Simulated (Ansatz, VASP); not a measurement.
## AlN: VASP beside Ansatz

INCAR

```
ALGO     = Normal         # electronic algorithm
EDIFF    = 1E-6           # SCF threshold, eV
ENCUT    = 600            # plane-wave cutoff, eV
GGA      = PS             # functional
GGA_COMPAT= F            
ISIF     = 2              # what is computed and relaxed
ISMEAR   = 0              # smearing method
LASPH    = T              # aspherical terms in the spheres
LCHARG   = F              # write CHGCAR
LREAL    = F              # projectors in reciprocal space
LWAVE    = F              # write WAVECAR
NBANDS   = 11             # bands
NELM     = 120            # most SCF steps
PREC     = Accurate       # precision mode
SIGMA    = 0.02           # smearing width, eV
```

File KPOINTS:

```
k-points
0
Gamma
  8 8 8
```

Contents of POSCAR:

```
AlN
1.0
    0.0000000000      2.0345180000      2.0345180000
    2.0345180000      0.0000000000      2.0345180000
    2.0345180000      2.0345180000      0.0000000000
Al N
1 1
Direct
    0.5000000000      0.5000000000      0.5000000000
    0.0000000000      0.0000000000      0.0000000000
```

Input for Ansatz:

```yaml
crystal:
  lattice:
    - [0.0, 2.034518, 2.034518]
    - [2.034518, 0.0, 2.034518]
    - [2.034518, 2.034518, 0.0]
  atoms:
    - { symbol: Al, position: [0.5, 0.5, 0.5] }
    - { symbol: "N", position: [0.0, 0.0, 0.0] }
basis:
  ecutwfc: 420
kpoints:
  mp_grid: { grid: [8, 8, 8] }
hamiltonian:
  xc: pbesol
  pseudopotentials: { kind: paw }
scf:
  occupations: { method: gaussian, width: 0.02 }
output:
  forces: true
  stress: true
  eigenvalues: true
```

Alike in both runs: task single point; functional PBEsol; k mesh 8 × 8 × 8; occupations gaussian, width 0.02 eV; no spin polarisation.

|  | VASP | Ansatz |
| --- | --- | --- |
| version | VASP 6.6.1 | Ansatz 0.2.0 |
| potentials or method | VASP PAW PBE potentials, release 64 (Al, N), cutoff 600 eV | scalar-relativistic, plane waves, PAW |
| valence electrons in the cell | 8 | 8 |

|  | VASP | Ansatz | Ansatz less VASP |
| --- | --- | --- | --- |
| gap on the k mesh at the Fermi level (eV) | 4.37 | 4.38 | +0.005 |
| least direct gap on the mesh (eV) | 5.40 | 5.38 | -0.019 |
| pressure (GPa) | -4.7 | -4.5 | +0.25 |

VASP's potentials were made for PBE, not for PBEsol. The functional is the same, so the differences come from potentials, cutoffs and numerics.
